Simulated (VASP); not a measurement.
Set up this calculation in VASP 6.6.1, as the native input.

| Property | Result |
| --- | --- |
| Task | relaxation of cell and atoms |
| Functional | PBE |
| Potentials or basis | VASP PAW PBE potentials, release 64 (Ga_d, Ge_d, Se) |
| Cutoff | 600 eV |
| k mesh | 6 × 6 × 2 |
| Occupations | gaussian, width 0.1 eV |
| Spin | no spin polarisation |
| Dipole correction | no |
| Further INCAR settings | ALGO = Normal; EDIFF = 1e-07; IBRION = 2; EDIFFG = -0.04; NSW = 90; ISIF = 3 |

The structure of Ga2GeSe2 lies in POSCAR:

```
Ga2GeSe2
1.0
    4.3829737600      0.0000000000      0.0000000000
   -2.1914868800      3.7957666200      0.0000000000
    0.0000000000      0.0000000000      7.6135194200
Ga Ge Se
2 1 2
Direct
    0.3333333300      0.6666666700      0.2684000100
    0.6666666700      0.3333333300      0.7315999900
    0.0000000000      0.0000000000      0.0000000000
    0.3333333300      0.6666666700      0.6383000000
    0.6666666700      0.3333333300      0.3617000000
```

The cell was generated, and may not be a known phase.

One way to write it, as run:

INCAR

```
ALGO     = Normal         # electronic algorithm
EDIFF    = 1E-7           # SCF threshold, eV
EDIFFG   = -0.04          # ionic threshold
ENCUT    = 600            # plane-wave cutoff, eV
GGA      = PE             # functional
IBRION   = 2              # ionic algorithm
ISIF     = 3              # what is computed and relaxed
ISMEAR   = 0              # smearing method
LASPH    = True           # aspherical terms in the spheres
LCHARG   = False          # write CHGCAR
LREAL    = False          # projectors in reciprocal space
LWAVE    = False          # write WAVECAR
NELM     = 100            # most SCF steps
NSW      = 90             # ionic steps
PREC     = Accurate       # precision mode
SIGMA    = 0.1            # smearing width, eV
```

KPOINTS

```
k-points
0
Gamma
  6 6 2
```

Potentials or basis: VASP PAW PBE potentials, release 64 (Ga_d, Ge_d, Se).

Command:

```sh
$ cat potpaw_PBE.64/Ga_d/POTCAR potpaw_PBE.64/Ge_d/POTCAR potpaw_PBE.64/Se/POTCAR > POTCAR
$ mpirun -np 1 vasp_std > vasp.out
```

Results of the run:

```
Relaxed volume                        : 23.07 Å³/atom
Relaxed cell                          : a = 3.693 Å, b = 3.693 Å, c = 9.765 Å, α = 90.00°, β = 90.00°, γ = 120.00°
Space group after relaxing (to 0.1 Å) : P-3m1 (No. 164)
Energy gained by relaxing             : 369.6 meV/atom
Ionic steps                           : 32
Pressure after relaxing               : 0.1 GPa
Largest force after relaxing          : 0.031 eV/Å
Band gap on the k mesh                : zero (bands 26 and 27 overlap by 2.88 eV)
```

Caveat: the k points lie up to 0.33 Å⁻¹ apart in the final cell, too coarse for converged energies and pressures of a metal; a cell axis changed by over 15 % at a fixed basis, so the end point is rough; this functional lacks dispersion, which binds layers or chains, so the pressure and a relaxed spacing across them are unreliable.

It took 86 min on 1 thread of Intel Xeon 8259CL (shared host), peak memory 0.34 GiB.
